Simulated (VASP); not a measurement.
## SiNi (WC type): single point with PBE

SiNi (WC type):

```
CELL_PARAMETERS angstrom
2.38577 0.00000 0.00000
-1.19289 2.06614 0.00000
0.00000 0.00000 3.45494
ATOMIC_POSITIONS crystal
Ni 0.00000 0.00000 0.00000
Si 0.33333 0.66667 0.50000
```

| Quantity | Value |
| --- | --- |
| Program | VASP 6.6.1 |
| Task | single point |
| Functional | PBE |
| Potentials or basis | VASP PAW PBE potentials, release 64 (Ni, Si) |
| Cutoff | 520 eV |
| k mesh | 16 × 16 × 14 |
| Occupations | fermi-dirac, width 0.08 eV |
| Spin | no spin polarisation |
| Dipole correction | no |
| Further INCAR settings | ALGO = Normal; EDIFF = 1e-07; NBANDS = 14 |

```yaml
Pressure: 109.9 GPa
Band_gap_on_the_k_mesh: zero (bands 7 and 8 overlap by 1.15 eV)
```

Stress tensor (GPa, compression positive):
```
109.70   0.00   0.00
  0.00 109.70   0.00
  0.00   0.00 110.26
```

Levels at points of the mesh, in eV from the Fermi level:
| k point | band 3 | band 4 | band 5 | band 6 | band 7 | band 8 | band 9 | band 10 | band 11 | band 12 |
| --- | --- | --- | --- | --- | --- | --- | --- | --- | --- | --- |
| (0.00, 0.00, 0.00) | -5.71 | -3.69 | -3.69 | -2.76 | -2.76 | 1.79 | 12.79 | 12.79 | 14.79 | 14.79 |
| (0.50, 0.00, 0.00) | -6.59 | -5.87 | -3.36 | -1.39 | -0.44 | 2.52 | 4.72 | 6.29 | 7.24 | 10.22 |
| (0.00, 0.00, 0.50) | -4.91 | -3.67 | -3.67 | -2.91 | -2.91 | 8.46 | 13.85 | 13.85 | 14.84 | 15.09 |
| (0.50, 0.00, 0.50) | -6.85 | -3.97 | -3.80 | -3.64 | -1.39 | -0.34 | 2.73 | 8.69 | 8.94 | 12.42 |

It took 30 s on 1 thread of AMD EPYC 9R45 (Zen 5), on a shared host, peak memory 0.14 GiB.

Caveat: the cell stands under pressure. Spin polarisation is off, so any magnetic state and its effect on volume and gap are missing.
